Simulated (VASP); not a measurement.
# CsH (Fm-3m) in VASP: single point with r2SCAN

Aim: the single point of CsH with r2SCAN.

Everything below comes from runs of VASP 6.6.1. Logs are shortened: lines on timing, memory, paths and dates and some standing lists are left out, and cuts for length are marked.

### 1 The cell of the first run

Symmetry: Fm-3m, No. 225, cubic system. The conventional cell has a = 6.376 Å, b = 6.376 Å, c = 6.376 Å, α = 90.00°, β = 90.00°, γ = 90.00°. Cs (site symmetry m-3m) has 6 H at 3.19 Å within 4.2 Å. H (site symmetry m-3m) has 6 Cs at 3.19 Å within 4.2 Å.

### 2 Single point, r2SCAN

The input, POSCAR:

```
CsH
1.0
    3.1880000000      3.1880000000      0.0000000000
   -3.1880000000      3.1880000000      0.0000000000
    0.0000000000      3.1880000000      3.1880000000
Cs H
1 1
Direct
    0.0000000000      0.0000000000      0.0000000000
    0.5000000000      0.5000000000      0.0000000000
```

The input, INCAR.step1:

```
SYSTEM = CsH
ALGO = Normal
EDIFF = 1E-4
ENCUT = 520
GGA = PE
ISMEAR = -1
LASPH = .True.
LCHARG = .False.
LREAL = .False.
LWAVE = .True.
NBANDS = 12
NELM = 80
PREC = Accurate
SIGMA = 0.08
```

The input, INCAR.step2:

```
SYSTEM = CsH
ALGO = Normal
EDIFF = 1E-6
ENCUT = 520
ISIF = 2
ISMEAR = -1
ISTART = 1
LASPH = .True.
LCHARG = .True.
LELF = .True.
LMIXTAU = .True.
LREAL = .False.
LVHAR = .True.
LWAVE = .False.
METAGGA = R2SCAN
NBANDS = 12
NELM = 80
PREC = Accurate
SIGMA = 0.08
```

The input, KPOINTS:

```
k-points
0
Gamma
  10 10 10
  0 0 0
```

Potentials or basis: VASP PAW PBE potentials, release 64 (Cs_sv, H).

On the command line:

```bash
$ cat potpaw_PBE.64/Cs_sv/POTCAR potpaw_PBE.64/H/POTCAR > POTCAR
$ cp INCAR.step1 INCAR
$ mpirun -np 1 vasp_std > vasp.out
$ cp INCAR.step2 INCAR
$ mpirun -np 1 vasp_std > vasp.out
```

OUTCAR:

```text
SYSTEM = CsH
   EDIFF = 1E-6
   ENCUT = 520
   ISIF = 2
   ISMEAR = -1
   ISTART = 1
   LASPH = .True.
   LREAL = .False.
   METAGGA = R2SCAN
   NELM = 80
   PREC = Accurate

 ion  position               nearest neighbor table
   1  0.000  0.000  0.000-
   2  0.500  0.500  0.000-

  LATTYP: Found a face centered cubic cell.
 ALAT       =     6.3760000000

  Lattice vectors:

 A1 = (   0.0000000000,   3.1880000000,   3.1880000000)
 A2 = (   3.1880000000,   0.0000000000,   3.1880000000)
 A3 = (   3.1880000000,   3.1880000000,   0.0000000000)

Analysis of symmetry for initial positions (statically):
=====================================================================
 Subroutine PRICEL returns:
 Original cell was already a primitive cell.

 Routine SETGRP: Setting up the symmetry group for a
 face centered cubic supercell.

 Subroutine GETGRP returns: Found 48 space group operations
 (whereof 48 operations were pure point group operations)
 out of a pool of 48 trial point group operations.

The static configuration has the point symmetry O_h .

Analysis of symmetry for dynamics (positions and initial velocities):
=====================================================================
 Subroutine PRICEL returns:
 Original cell was already a primitive cell.

 Routine SETGRP: Setting up the symmetry group for a
 face centered cubic supercell.

 Subroutine GETGRP returns: Found 48 space group operations
 (whereof 48 operations were pure point group operations)
 out of a pool of 48 trial point group operations.

The dynamic configuration has the point symmetry O_h .

 Subroutine INISYM returns: Found 48 space group operations
 (whereof 48 operations are pure point group operations),
 and found     1 'primitive' translations

----------------------------------------------------------------------------------------

                                     Primitive cell

  volume of cell :      64.8015

  direct lattice vectors                    reciprocal lattice vectors
     3.188000000  3.188000000  0.000000000     0.156838143  0.156838143 -0.156838143
    -3.188000000  3.188000000  0.000000000    -0.156838143  0.156838143 -0.156838143
     0.000000000  3.188000000  3.188000000     0.000000000  0.000000000  0.313676286

  length of vectors
     4.508512837  4.508512837  4.508512837     0.271651632  0.271651632  0.313676286

  position of ions in fractional coordinates (direct lattice)
     0.000000000  0.000000000  0.000000000
     0.500000000  0.500000000  0.000000000

  ion indices of the primitive-cell ions
   primitive index   ion index
                 1           1
                 2           2

----------------------------------------------------------------------------------------

 KPOINTS: k-points

Automatic generation of k-mesh.
 Grid dimensions read from file:
 generate k-points for:   10   10   10

 Generating k-lattice:

  Cartesian coordinates                     Fractional coordinates (reciprocal lattice)
     0.015683814  0.015683814 -0.015683814     0.100000000  0.000000000  0.000000000
    -0.015683814  0.015683814 -0.015683814     0.000000000  0.100000000  0.000000000
     0.000000000  0.000000000  0.031367629     0.000000000  0.000000000  0.100000000

  Length of vectors
     0.027165163  0.027165163  0.031367629

  Shift w.r.t. Gamma in fractional coordinates (k-lattice)
     0.000000000  0.000000000  0.000000000

 Subroutine IBZKPT returns following result:
 ===========================================

 Found     47 irreducible k-points:

 Following reciprocal coordinates:
            Coordinates               Weight
  0.000000  0.000000  0.000000      1.000000
  0.100000  0.000000  0.000000      8.000000
  0.200000  0.000000  0.000000      8.000000
  0.300000  0.000000  0.000000      8.000000
  0.400000  0.000000  0.000000      8.000000
  0.500000  0.000000  0.000000      4.000000
[... 16 lines left out ...]
  0.300000  0.300000  0.000000     12.000000
  0.400000  0.300000  0.000000     24.000000
 [... further k-points ...]
   k-points           NKPTS =     47   k-points in BZ     NKDIM =     47   number of bands    NBANDS=     12
   number of dos      NEDOS =    301   number of ions     NIONS =      2
   total plane-waves  NPLWV =  46656
   dimension x,y,z NGX =    36 NGY =   36 NGZ =   36
   dimension x,y,z NGXF=    72 NGYF=   72 NGZF=   72
   ions per type =               1   1
   NGX,Y,Z   is equivalent  to a cutoff of  13.27, 13.27, 13.27 a.u.
   NGXF,Y,Z  is equivalent  to a cutoff of  26.55, 26.55, 26.55 a.u.
 SYSTEM =  CsH
   PREC   = accura    normal or accurate (medium, high low for compatibility)
   ISTART =      1    job   : 0-new  1-cont  2-samecut
   ICHARG =      0    charge: 1-file 2-atom 10-const
   ISPIN  =      1    spin polarized calculation?
   LNONCOLLINEAR =      F non collinear calculations
   LSORBIT =      F    spin-orbit coupling
   LASPH  =      T    aspherical Exc in radial PAW
   ENCUT  =  520.0 eV  38.22 Ry    6.18 a.u.   8.38  8.38  8.38*2*pi/ulx,y,z
   NELM   =     80;   NELMIN=  2; NELMDL=  0     # of ELM steps
   EDIFF  = 0.1E-05   stopping-criterion for ELM
   LREAL  =      F    real-space projection
   EDIFFG = 0.1E-04   stopping-criterion for IOM
   NSW    =      0    number of steps for IOM
   IBRION =     -1    ionic relax: 0-MD 1-quasi-New 2-CG
   NFREE  =      0    steps in history (QN), initial steepest desc. (CG)
   ISIF   =      2    stress and relaxation
   ISYM   =      2    0-nonsym 1-usesym 2-fastsym
   POTIM  = 0.5000    time-step for ionic-motion
   TEBEG  =    0.0;   TEEND  =   0.0 temperature during run
   PSTRESS=    0.0 pullay stress
   NELECT =      10.0000    total number of electrons
   NUPDOWN=      -1.0000    fix difference up-down
   EMIN   =  10.00;   EMAX   =-10.00  energy-range for DOS
   EFERMI =   0.00;   METHOD = LEGACY
   ISMEAR =    -1;   SIGMA  =   0.08  broadening in eV -4-tet -1-fermi 0-gaus
   EFERMI_NEDOS =   21; number of points for ismear=-14 and -15
   IALGO  =     38    algorithm
   IMIX   =      4    mixing-type and parameters
     AMIX     =   0.40;   BMIX     =  1.00
     AMIX_MAG =   1.60;   BMIX_MAG =  1.00
  volume/ion in A,a.u.               =      32.40       218.65
  Fermi-wavevector in a.u.,A,eV,Ry     =   0.878105  1.659378 10.491026  0.771069
  Thomas-Fermi vector in A             =   1.998146
   LORBIT       =      0    0 simple, 1 ext, 2 COOP (PROOUT), +10 PAW based schemes
   METAGGA = R2SCAN    functional components
   LHFCALC =     F    Hartree Fock is set to
   AEXX    =    0.0000 exact exchange contribution
   IVDW    =     0    specifies the selected vdW correction
   LEPSILON=     F    determine dielectric tensor
   LRPA    =     F    only Hartree local field effects (RPA)
 non-spin polarized calculation
  energy-cutoff  :      520.00
  volume of cell :       64.80
 maximum number of plane-waves:      1807
 NGX is ok and might be reduce to    36
   NGX = 17   NGY = 17   NGZ = 17

 number of electron       9.9999999 magnetization

 Free energy of the ion-electron system (eV)
  ---------------------------------------------------
  ext. energy  EPLUGINS =         0.00000000
  ---------------------------------------------------
  free energy    TOTEN  =       -28.98878570 eV

  energy without entropy =      -28.98878570  energy(sigma->0) =      -28.98878570

 E-fermi :   1.2517     XC(G=0):  -7.5575

 val. band max:       -0.1127253674   @ k =   0.5000   0.0000   0.0000
 cond. band min:       2.5502611945   @ k =   0.5000   0.0000   0.0000
 fundamental gap:      2.6629865619
 Fermi energy:         1.2517079294

 k-point     1 :       0.0000    0.0000    0.0000
  band No.  band energies     occupation
      1     -22.1859      2.00000
      2      -8.2711      2.00000
      3      -8.2711      2.00000
      4      -8.2711      2.00000
      5      -1.7625      2.00000
      6       5.5767      0.00000
      7       5.5767      0.00000
      8       5.5767      0.00000
      9       6.2225      0.00000
     10       7.4859      0.00000
     11       7.4859      0.00000
     12       9.1221      0.00000

 k-point     2 :       0.1000    0.0000    0.0000
  band No.  band energies     occupation
      1     -22.1782      2.00000
      2      -8.3629      2.00000
      3      -8.2801      2.00000
      4      -8.2801      2.00000
      5      -1.6113      2.00000
      6       5.2230      0.00000
      7       5.6600      0.00000
      8       5.6600      0.00000
      9       6.0843      0.00000
     10       7.2321      0.00000
     11       7.2321      0.00000
     12       9.6007      0.00000

 k-point     3 :       0.2000    0.0000    0.0000
  band No.  band energies     occupation
      1     -22.1581      2.00000
      2      -8.5889      2.00000
      3      -8.3035      2.00000
      4      -8.3035      2.00000
      5      -1.2202      2.00000
      6       4.3571      0.00000
      7       5.7223      0.00000
      8       5.7224      0.00000
      9       6.1309      0.00000
     10       7.0399      0.00000
     11       7.0399      0.00000
     12      10.6952      0.00000
[... 286 lines left out ...]
 k-point    23 :       0.3000    0.3000    0.0000
  band No.  band energies     occupation
      1     -22.0912      2.00000
      2      -8.8767      2.00000
      3      -8.7076      2.00000
      4      -8.4107      2.00000
      5      -0.5612      2.00000
      6       3.5991      0.00000
      7       4.5981      0.00000
      8       6.0267      0.00000
      9       7.5967      0.00000
     10       8.1256      0.00000
     11       8.8665      0.00000
     12      11.5637      0.00000

 k-point    24 :       0.4000    0.3000    0.0000
  band No.  band energies     occupation
      1     -22.0846      2.00000
      2      -8.8875      2.00000
      3      -8.7142      2.00000
      4      -8.4549      2.00000
      5      -0.7235      2.00000
      6       3.6512      0.00000
      7       4.9042      0.00000
      8       6.3308      0.00000
      9       7.4385      0.00000
     10       8.3268      0.00000
     11       9.1956      0.00000
     12      10.6688      0.00000

 [... further k-points ...]

------------------------ aborting loop because EDIFF is reached ----------------------------------------

  FORCE on cell =-STRESS in cart. coord.  units (eV):
  Direction    XX          YY          ZZ          XY          YZ          ZX
  --------------------------------------------------------------------------------------
  -------------------------------------------------------------------------------------
  Total        0.0185782      0.0185782      0.0185782     -0.0000000      0.0000000     -0.0000000
  in kB        0.4593350      0.4593350      0.4593350     -0.0000000      0.0000000     -0.0000000
  external PRESSURE =       0.4593350 kB  Pullay stress =       0.0000000 kB

 VOLUME and BASIS-vectors are now :
 -----------------------------------------------------------------------------
  energy-cutoff  :      520.00
  volume of cell :       64.80
      direct lattice vectors                 reciprocal lattice vectors
     3.188000000  3.188000000  0.000000000     0.156838143  0.156838143 -0.156838143
    -3.188000000  3.188000000  0.000000000    -0.156838143  0.156838143 -0.156838143
     0.000000000  3.188000000  3.188000000     0.000000000  0.000000000  0.313676286

 POSITION                                       TOTAL-FORCE (eV/Angst)
 -----------------------------------------------------------------------------------
      0.00000      0.00000      0.00000         0.000000     -0.000000      0.000000
      0.00000      3.18800      0.00000        -0.000000      0.000000      0.000000
 -----------------------------------------------------------------------------------
    total drift:                                0.000000      0.000000     -0.000000

  FREE ENERGIE OF THE ION-ELECTRON SYSTEM (eV)
  ---------------------------------------------------
  free  energy   TOTEN  =       -28.9887857013 eV

  energy  without entropy=      -28.9887856977  energy(sigma->0) =      -28.98878570
```

It took 1.9 min on 1 thread of Intel Xeon Platinum 8488C (Sapphire Rapids), shared host; peak memory 0.23 GiB.

Results:

| Property | Result |
| --- | --- |
| Free energy | -28.9888 eV |
| Pressure | 0.0 GPa |
| Band gap on the k mesh | 2.66 eV, direct |

Caveat: the PAW data sets were made with another functional, which shifts forces and pressure a little; spin-orbit coupling is left out, which moves the levels of the heavy elements.
